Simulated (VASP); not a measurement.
Wanted: the native input for a VASP 6.6.1 run.

| Quantity | Value |
| --- | --- |
| Task | equation of state |
| Functional | MS2 |
| Potentials or basis | VASP PAW PBE potentials, release 64 (Rb_sv_GW, Br_GW) |
| Cutoff | 450 eV |
| k mesh | 6 × 6 × 6 |
| Occupations | gaussian, width 0.03 eV |
| Spin | no spin polarisation |
| Tolerance level | standard |
| Purpose | choice of potentials |
| Eos scales | [0.91, 0.94, 0.97, 1.0, 1.03, 1.06, 1.09] |
| Further INCAR settings | ALGO = Normal; EDIFF = 1e-07; NSW = 0 |

The structure of RbBr lies in POSCAR.step2:

```
RbBr
1.0
    0.0000000000      3.3570415946      3.3570415946
    3.3570415946      0.0000000000      3.3570415946
    3.3570415946      3.3570415946      0.0000000000
Rb Br
1 1
Direct
    0.0000000000      0.0000000000      0.0000000000
    0.5000000000      0.5000000000      0.5000000000
```

The structure of RbBr lies in POSCAR.step3:

```
RbBr
1.0
    0.0000000000      3.3923814715      3.3923814715
    3.3923814715      0.0000000000      3.3923814715
    3.3923814715      3.3923814715      0.0000000000
Rb Br
1 1
Direct
    0.0000000000      0.0000000000      0.0000000000
    0.5000000000      0.5000000000      0.5000000000
```

The structure of RbBr lies in POSCAR.step4:

```
RbBr
1.0
    0.0000000000      3.4270000000      3.4270000000
    3.4270000000      0.0000000000      3.4270000000
    3.4270000000      3.4270000000      0.0000000000
Rb Br
1 1
Direct
    0.0000000000      0.0000000000      0.0000000000
    0.5000000000      0.5000000000      0.5000000000
```

The structure of RbBr lies in POSCAR.step5:

```
RbBr
1.0
    0.0000000000      3.4609328999      3.4609328999
    3.4609328999      0.0000000000      3.4609328999
    3.4609328999      3.4609328999      0.0000000000
Rb Br
1 1
Direct
    0.0000000000      0.0000000000      0.0000000000
    0.5000000000      0.5000000000      0.5000000000
```

The structure of RbBr lies in POSCAR.step6:

```
RbBr
1.0
    0.0000000000      3.4942131424      3.4942131424
    3.4942131424      0.0000000000      3.4942131424
    3.4942131424      3.4942131424      0.0000000000
Rb Br
1 1
Direct
    0.0000000000      0.0000000000      0.0000000000
    0.5000000000      0.5000000000      0.5000000000
```

The structure of RbBr lies in POSCAR.step7:

```
RbBr
1.0
    0.0000000000      3.5268712329      3.5268712329
    3.5268712329      0.0000000000      3.5268712329
    3.5268712329      3.5268712329      0.0000000000
Rb Br
1 1
Direct
    0.0000000000      0.0000000000      0.0000000000
    0.5000000000      0.5000000000      0.5000000000
```

One way to write it, as run:

POSCAR.step1

```
RbBr
1.0
    0.0000000000      3.3209415753      3.3209415753
    3.3209415753      0.0000000000      3.3209415753
    3.3209415753      3.3209415753      0.0000000000
Rb Br
1 1
Direct
    0.0000000000      0.0000000000      0.0000000000
    0.5000000000      0.5000000000      0.5000000000
```

INCAR

```
ALGO     = Normal         # electronic algorithm
EDIFF    = 1E-7           # SCF threshold, eV
EFERMI   = MIDGAP       
ENCUT    = 450            # plane-wave cutoff, eV
GGA_COMPAT= False        
ISIF     = 2              # what is computed and relaxed
ISMEAR   = 0              # smearing method
LASPH    = True           # aspherical terms in the spheres
LCHARG   = False          # write CHGCAR
LMIXTAU  = True         
LREAL    = False          # projectors in reciprocal space
LWAVE    = False          # write WAVECAR
METAGGA  = MS2            # meta-GGA
NELM     = 120            # most SCF steps
NSW      = 0              # ionic steps
PREC     = Accurate       # precision mode
SIGMA    = 0.03           # smearing width, eV
```

KPOINTS

```
k-points
0
Gamma
  6 6 6
```

Potentials or basis: VASP PAW PBE potentials, release 64 (Rb_sv_GW, Br_GW).

Command:

```console
$ cat potpaw_PBE.64/Rb_sv_GW/POTCAR potpaw_PBE.64/Br_GW/POTCAR > POTCAR
$ cp POSCAR.step1 POSCAR
$ mpirun -np 1 vasp_std > vasp.out
$ cp POSCAR.step2 POSCAR
$ mpirun -np 1 vasp_std > vasp.out
$ cp POSCAR.step3 POSCAR
$ mpirun -np 1 vasp_std > vasp.out
$ cp POSCAR.step4 POSCAR
$ mpirun -np 1 vasp_std > vasp.out
$ cp POSCAR.step5 POSCAR
$ mpirun -np 1 vasp_std > vasp.out
$ cp POSCAR.step6 POSCAR
$ mpirun -np 1 vasp_std > vasp.out
$ cp POSCAR.step7 POSCAR
$ mpirun -np 1 vasp_std > vasp.out
```

It gave:

```json
{
 "Equilibrium volume": "41.09 Å³/atom",
 "Bulk modulus": "13.9 GPa",
 "Pressure derivative of the bulk modulus": "5.1"
}
```

Caveat: the PAW data sets were made with another functional, which shifts forces and pressure a little.

It took 11 min on 1 thread of AMD EPYC 9R45 96-Core Processor (Zen 5), with other jobs on the host, peak memory 0.2 GiB.
